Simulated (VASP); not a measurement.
# Si3N4 (P6_3/m) in VASP: settings compared

Si3N4 is run at these levels: PBE, r2SCAN; tasks: electric field gradients.

Program: VASP 6.6.1. These are calculated values, not measurements. Logs are shortened: lines on timing, memory, paths and dates and some standing lists are left out, and cuts for length are marked.

### Step 1. The cell of the first run

Symmetry: P6_3/m, No. 176, hexagonal system. The conventional cell has a = 7.609 Å, b = 7.609 Å, c = 2.908 Å, α = 90.00°, β = 90.00°, γ = 120.00°. Si (site symmetry m) has 4 N at 1.71 to 1.79 Å within 2.3 Å. N (site symmetry -6) has 3 Si at 1.73 Å within 2.3 Å. N (site symmetry m) has 3 Si at 1.71 to 1.79 Å within 2.3 Å.

### Step 2. Electric field gradients, PBE

Input file INCAR:

```
SYSTEM = Si3N4
PREC = Accurate ; ENCUT = 520
EDIFF = 1E-8 ; ISMEAR = -1
SIGMA = 0.02 ; LREAL = .FALSE.
LASPH = .TRUE. ; NELM = 80
ALGO = Normal ; ISIF = 2
LWAVE = .FALSE. ; LCHARG = .FALSE.
GGA = PE ; LEFG = .TRUE.
NBANDS = 45
```

Input file KPOINTS:

```
Automatic mesh
0
G
  4 4 10
  0 0 0
```

Input file POSCAR:

```
Si3N4
1.0
    7.6093000000      0.0000000000      0.0000000000
   -3.8046500000      6.5898471050      0.0000000000
    0.0000000000      0.0000000000      2.9079000000
Si N
6 8
Direct
    0.1742000000      0.7678000000      0.2500000000
    0.4064000000      0.1742000000      0.7500000000
    0.2322000000      0.4064000000      0.2500000000
    0.8258000000      0.2322000000      0.7500000000
    0.5936000000      0.8258000000      0.2500000000
    0.7678000000      0.5936000000      0.7500000000
    0.3333333333      0.6666666667      0.2500000000
    0.6666666667      0.3333333333      0.7500000000
    0.3290000000      0.0390000000      0.2500000000
    0.2900000000      0.3290000000      0.7500000000
    0.9610000000      0.2900000000      0.2500000000
    0.6710000000      0.9610000000      0.7500000000
    0.7100000000      0.6710000000      0.2500000000
    0.0390000000      0.7100000000      0.7500000000
```

Potentials or basis: VASP PAW PBE potentials, release 64 (Si, N).

Started as:

```sh
cat potpaw_PBE.64/Si/POTCAR potpaw_PBE.64/N/POTCAR > POTCAR
mpirun -np 1 vasp_std > vasp.out
```

OUTCAR:

```text
SYSTEM = Si3N4
   PREC = Accurate
   ENCUT = 520
   EDIFF = 1E-8
   ISMEAR = -1
   LREAL = .FALSE.
   LASPH = .TRUE.
   NELM = 80
   ISIF = 2
   GGA = PE

 ion  position               nearest neighbor table
   1  0.174  0.768  0.250-  14 1.71  14 1.71   7 1.73   9 1.79   3 3.00   5 3.00   2 3.06   2 3.06
                             6 3.06   6 3.06
   2  0.406  0.174  0.750-   9 1.71   9 1.71   8 1.73  10 1.79   6 3.00   4 3.00   1 3.06   1 3.06
                             3 3.06   3 3.06
   3  0.232  0.406  0.250-  10 1.71  10 1.71   7 1.73  11 1.79   5 3.00   1 3.00   2 3.06   2 3.06
                             4 3.06   4 3.06
   4  0.826  0.232  0.750-  11 1.71  11 1.71   8 1.73  12 1.79   6 3.00   2 3.00   5 3.06   5 3.06
                             3 3.06   3 3.06
   5  0.594  0.826  0.250-  12 1.71  12 1.71   7 1.73  13 1.79   3 3.00   1 3.00   4 3.06   4 3.06
                             6 3.06   6 3.06
   6  0.768  0.594  0.750-  13 1.71  13 1.71   8 1.73  14 1.79   2 3.00   4 3.00   5 3.06   5 3.06
                             1 3.06   1 3.06
   7  0.333  0.667  0.250-   1 1.73   5 1.73   3 1.73
   8  0.667  0.333  0.750-   4 1.73   2 1.73   6 1.73
   9  0.329  0.039  0.250-   2 1.71   2 1.71   1 1.79
  10  0.290  0.329  0.750-   3 1.71   3 1.71   2 1.79
  11  0.961  0.290  0.250-   4 1.71   4 1.71   3 1.79
  12  0.671  0.961  0.750-   5 1.71   5 1.71   4 1.79
  13  0.710  0.671  0.250-   6 1.71   6 1.71   5 1.79
  14  0.039  0.710  0.750-   1 1.71   1 1.71   6 1.79

  LATTYP: Found a hexagonal cell.
 ALAT       =     7.6093000000
 C/A-ratio  =     0.3821507892

  Lattice vectors:

 A1 = (   7.6093000000,   0.0000000000,   0.0000000000)
 A2 = (  -3.8046500000,   6.5898471050,   0.0000000000)
 A3 = (   0.0000000000,   0.0000000000,   2.9079000000)

Analysis of symmetry for initial positions (statically):
=====================================================================
 Subroutine PRICEL returns:
 Original cell was already a primitive cell.

 Routine SETGRP: Setting up the symmetry group for a
 hexagonal supercell.

 Subroutine GETGRP returns: Found 12 space group operations
 (whereof  6 operations were pure point group operations)
 out of a pool of 24 trial point group operations.

The static configuration has the point symmetry S_6 .
 The point group associated with its full space group is C_6h.

Analysis of symmetry for dynamics (positions and initial velocities):
=====================================================================
 Subroutine PRICEL returns:
 Original cell was already a primitive cell.

 Routine SETGRP: Setting up the symmetry group for a
 hexagonal supercell.

 Subroutine GETGRP returns: Found 12 space group operations
 (whereof  6 operations were pure point group operations)
 out of a pool of 24 trial point group operations.

The dynamic configuration has the point symmetry S_6 .
 The point group associated with its full space group is C_6h.

 Subroutine INISYM returns: Found 12 space group operations
 (whereof  6 operations are pure point group operations),
 and found     1 'primitive' translations

----------------------------------------------------------------------------------------

                                     Primitive cell

  volume of cell :     145.8141

  direct lattice vectors                    reciprocal lattice vectors
     7.609300000  0.000000000  0.000000000     0.131418133  0.075874295  0.000000000
    -3.804650000  6.589847105  0.000000000     0.000000000  0.151748589  0.000000000
     0.000000000  0.000000000  2.907900000     0.000000000  0.000000000  0.343890780

  length of vectors
     7.609300000  7.609300000  2.907900000     0.151748589  0.151748589  0.343890780

  position of ions in fractional coordinates (direct lattice)
     0.174200000  0.767800000  0.250000000
     0.406400000  0.174200000  0.750000000
     0.232200000  0.406400000  0.250000000
     0.825800000  0.232200000  0.750000000
     0.593600000  0.825800000  0.250000000
     0.767800000  0.593600000  0.750000000
     0.333333333  0.666666667  0.250000000
     0.666666667  0.333333333  0.750000000
     0.329000000  0.039000000  0.250000000
     0.290000000  0.329000000  0.750000000
     0.961000000  0.290000000  0.250000000
     0.671000000  0.961000000  0.750000000
     0.710000000  0.671000000  0.250000000
     0.039000000  0.710000000  0.750000000

  ion indices of the primitive-cell ions
   primitive index   ion index
                 1           1
                 2           2
                 3           3
                 4           4
                 5           5
                 6           6
                 7           7
                 8           8
[... 87 lines left out ...]
   PSTRESS=    0.0 pullay stress
   NELECT =      64.0000    total number of electrons
   NUPDOWN=      -1.0000    fix difference up-down
   EMIN   =  10.00;   EMAX   =-10.00  energy-range for DOS
   EFERMI =   0.00;   METHOD = LEGACY
   ISMEAR =    -1;   SIGMA  =   0.02  broadening in eV -4-tet -1-fermi 0-gaus
   EFERMI_NEDOS =   21; number of points for ismear=-14 and -15
   IALGO  =     38    algorithm
   IMIX   =      4    mixing-type and parameters
     AMIX     =   0.40;   BMIX     =  1.00
     AMIX_MAG =   1.60;   BMIX_MAG =  1.00
  volume/ion in A,a.u.               =      10.42        70.29
  Fermi-wavevector in a.u.,A,eV,Ry     =   1.244137  2.351079 21.060154  1.547878
  Thomas-Fermi vector in A             =   2.378417
   LORBIT       =      0    0 simple, 1 ext, 2 COOP (PROOUT), +10 PAW based schemes
   GGA     = PE    functional components
   LHFCALC =     F    Hartree Fock is set to
   AEXX    =    0.0000 exact exchange contribution
   IVDW    =     0    specifies the selected vdW correction
   LEPSILON=     F    determine dielectric tensor
   LRPA    =     F    only Hartree local field effects (RPA)
 non-spin polarized calculation
  energy-cutoff  :      520.00
  volume of cell :      145.81
 maximum number of plane-waves:      3965
 NGX is ok and might be reduce to    60
   NGX = 29   NGY = 29   NGZ = 11

 number of electron      63.9999994 magnetization

 Free energy of the ion-electron system (eV)
  ---------------------------------------------------
  ext. energy  EPLUGINS =         0.00000000
  ---------------------------------------------------
  free energy    TOTEN  =      -114.13461429 eV

  energy without entropy =     -114.13461429  energy(sigma->0) =     -114.13461429

 E-fermi :   7.1749     XC(G=0): -10.7971

 val. band max:        6.7647770252   @ k =   0.0000   0.0000   0.2000
 cond. band min:      11.0501885199   @ k =   0.0000   0.0000   0.0000
 fundamental gap:      4.2854114947
 Fermi energy:         7.1749306376

 k-point     1 :       0.0000    0.0000    0.0000
  band No.  band energies     occupation
      1     -11.4829      2.00000
      2     -10.0539      2.00000
      3     -10.0539      2.00000
      4      -9.4883      2.00000
      5      -9.2274      2.00000
      6      -9.2274      2.00000
[... 1117 lines left out ...]
     43      14.5812      0.00000
     44      14.5812      0.00000
 [bands above 44 left out]

------------------------ aborting loop because EDIFF is reached ----------------------------------------

  FORCE on cell =-STRESS in cart. coord.  units (eV):
  Direction    XX          YY          ZZ          XY          YZ          ZX
  --------------------------------------------------------------------------------------
  -------------------------------------------------------------------------------------
  Total        2.8745589      2.8745589     11.0768468      0.0000000      0.0000000      0.0000000
  in kB       31.5851024     31.5851024    121.7102682      0.0000004      0.0000000      0.0000000
  external PRESSURE =      61.6268243 kB  Pullay stress =       0.0000000 kB

 VOLUME and BASIS-vectors are now :
 -----------------------------------------------------------------------------
  energy-cutoff  :      520.00
  volume of cell :      145.81
      direct lattice vectors                 reciprocal lattice vectors
     7.609300000  0.000000000  0.000000000     0.131418133  0.075874295  0.000000000
    -3.804650000  6.589847105  0.000000000     0.000000000  0.151748589  0.000000000
     0.000000000  0.000000000  2.907900000     0.000000000  0.000000000  0.343890780

 POSITION                                       TOTAL-FORCE (eV/Angst)
 -----------------------------------------------------------------------------------
     -1.59567      5.05968      0.72698         0.498939      1.225601     -0.000000
      2.42965      1.14795      2.18093        -0.811932      1.044894      0.000000
      0.22067      2.67811      0.72698        -1.310871     -0.180707     -0.000000
      5.40032      1.53016      2.18093        -0.498939     -1.225601     -0.000000
      1.37500      5.44190      0.72698         0.811932     -1.044894     -0.000000
      3.58398      3.91173      2.18093         1.310871      0.180707      0.000000
     -0.00000      4.39323      0.72698         0.000000     -0.000000     -0.000000
      3.80465      2.19662      2.18093         0.000000     -0.000000      0.000000
      2.35508      0.25700      0.72698         0.361332     -1.730518      0.000000
      0.95497      2.16806      2.18093         1.679339     -0.552336     -0.000000
      6.20919      1.91106      0.72698         1.318007      1.178182      0.000000
      1.44957      6.33284      2.18093        -0.361332      1.730518     -0.000000
      2.84968      4.42179      0.72698        -1.679339      0.552336      0.000000
     -2.40454      4.67879      2.18093        -1.318007     -1.178182      0.000000
 -----------------------------------------------------------------------------------
    total drift:                                0.000000      0.000000      0.000000

  FREE ENERGIE OF THE ION-ELECTRON SYSTEM (eV)
  ---------------------------------------------------
  free  energy   TOTEN  =      -114.1346142862 eV

  energy  without entropy=     -114.1346142862  energy(sigma->0) =     -114.13461429

 Electric field gradients (V/A^2)
---------------------------------------------------------------------
 ion       V_xx      V_yy      V_zz      V_xy      V_xz      V_yz
---------------------------------------------------------------------
   1      -3.671    26.630   -22.959     8.582    -0.000     0.000
   2      11.623    11.336   -22.959   -17.412     0.000     0.000
   3      26.487    -3.528   -22.959     8.830     0.000    -0.000
   4      -3.671    26.630   -22.959     8.582     0.000    -0.000
   5      11.623    11.336   -22.959   -17.412    -0.000    -0.000
   6      26.487    -3.528   -22.959     8.830     0.000     0.000
   7      25.191    25.191   -50.382     0.001     0.000     0.000
   8      25.191    25.191   -50.382     0.001     0.000    -0.000
   9     -45.373    21.989    23.384    -0.383     0.000    -0.000
  10       5.480   -28.864    23.384   -28.978     0.000    -0.000
  11       4.817   -28.201    23.384    29.360    -0.000     0.000
  12     -45.373    21.989    23.384    -0.383    -0.000     0.000
  13       5.480   -28.864    23.384   -28.978    -0.000    -0.000
  14       4.817   -28.201    23.384    29.360     0.000    -0.000
---------------------------------------------------------------------

 Electric field gradients after diagonalization (V/A^2)
 (convention: |V_zz| > |V_xx| > |V_yy|)
----------------------------------------------------------------------
 ion       V_xx      V_yy      V_zz     asymmetry (V_yy - V_xx)/ V_zz
----------------------------------------------------------------------
   1     -22.959    -5.933    28.892       0.589
   2     -22.959    -5.933    28.892       0.589
   3     -22.959    -5.933    28.892       0.589
   4     -22.959    -5.933    28.892       0.589
   5     -22.959    -5.933    28.892       0.589
   6     -22.959    -5.933    28.892       0.589
   7      25.192    25.190   -50.382       0.000
   8      25.192    25.190   -50.382       0.000
   9      23.384    21.991   -45.375       0.031
  10      23.384    21.992   -45.376       0.031
  11      23.384    21.992   -45.375       0.031
  12      23.384    21.991   -45.375       0.031
  13      23.384    21.992   -45.376       0.031
  14      23.384    21.992   -45.375       0.031
----------------------------------------------------------------------

           NMR quadrupolar parameters

 Cq : quadrupolar parameter    Cq=e*Q*V_zz/h
 eta: asymmetry parameters     (V_yy - V_xx)/ V_zz
 Q  : nuclear electric quadrupole moment in mb (millibarn)
----------------------------------------------------------------------
 ion       Cq(MHz)       eta       Q (mb)
----------------------------------------------------------------------
   1       0.070       0.589       1.000
   2       0.070       0.589       1.000
   3       0.070       0.589       1.000
   4       0.070       0.589       1.000
   5       0.070       0.589       1.000
   6       0.070       0.589       1.000
   7      -0.122       0.000       1.000
   8      -0.122       0.000       1.000
   9      -0.110       0.031       1.000
  10      -0.110       0.031       1.000
  11      -0.110       0.031       1.000
  12      -0.110       0.031       1.000
  13      -0.110       0.031       1.000
  14      -0.110       0.031       1.000
----------------------------------------------------------------------
```

Wall time 1.7 min (1 thread of Intel Xeon Platinum 8488C (Sapphire Rapids), shared host); peak memory 0.33 GiB.

What came out:

```yaml
Free_energy: -114.1346 eV
Pressure: 6.2 GPa
Largest_force: 1.768 eV/Å
Band_gap_on_the_k_mesh: 4.29 eV (least direct gap 4.56 eV)
Largest_electric_field_gradient_by_atom: Si +28.9; N -50.4, -45.4 (each value once) V/Å²
```

Forces on the atoms (eV/Å):
```
Si   0.499  1.226  0.000
Si  -0.812  1.045  0.000
Si  -1.311 -0.181  0.000
Si  -0.499 -1.226  0.000
Si   0.812 -1.045  0.000
Si   1.311  0.181  0.000
N    0.000  0.000  0.000
N    0.000  0.000  0.000
N    0.361 -1.731  0.000
N    1.679 -0.552  0.000
N    1.318  1.178  0.000
N   -0.361  1.731  0.000
N   -1.679  0.552  0.000
N   -1.318 -1.178  0.000
```

Levels at points of the mesh, in eV from the valence-band top:
```
           k point  band 28  band 29  band 30  band 31  band 32  band 33  band 34  band 35  band 36  band 37
(0.00, 0.00, 0.00)    -1.24    -1.24    -0.49    -0.47    -0.28     4.29     4.74     4.74     4.77     5.24
(0.50, 0.00, 0.00)    -1.66    -1.28    -0.84    -0.37    -0.32     4.53     4.60     4.87     5.21     5.72
(0.00, 0.00, 0.50)    -1.69    -1.69    -1.69    -1.25    -1.25     4.69     4.69     4.69     4.69     7.07
(0.50, 0.00, 0.50)    -1.89    -1.56    -1.56    -1.01    -1.01     4.85     4.85     5.70     5.70     6.34
```

Electric field gradients, principal values (V/Å²):
| atom | least | middle | greatest (by size) |
| --- | --- | --- | --- |
| 1 Si | -5.933 | -22.959 | 28.892 |
| 2 Si | -5.933 | -22.959 | 28.892 |
| 3 Si | -5.933 | -22.959 | 28.892 |
| 4 Si | -5.933 | -22.959 | 28.892 |
| 5 Si | -5.933 | -22.959 | 28.892 |
| 6 Si | -5.933 | -22.959 | 28.892 |
| 7 N | 25.190 | 25.192 | -50.382 |
| 8 N | 25.190 | 25.192 | -50.382 |
| 9 N | 21.991 | 23.384 | -45.375 |
| 10 N | 21.992 | 23.384 | -45.376 |
| 11 N | 21.992 | 23.384 | -45.375 |
| 12 N | 21.991 | 23.384 | -45.375 |
| 13 N | 21.992 | 23.384 | -45.376 |
| 14 N | 21.992 | 23.384 | -45.375 |

Caveat: the stress differs along the axes, from 3 to 12 GPa; without QUAD_EFG the Cq values of the log hold for a quadrupole moment of 1 mb, not for the nuclei; forces of over 1 eV/Å act on the atoms, so gaps and moduli don't describe the material at rest.

(Continued in part 2 of 2.)
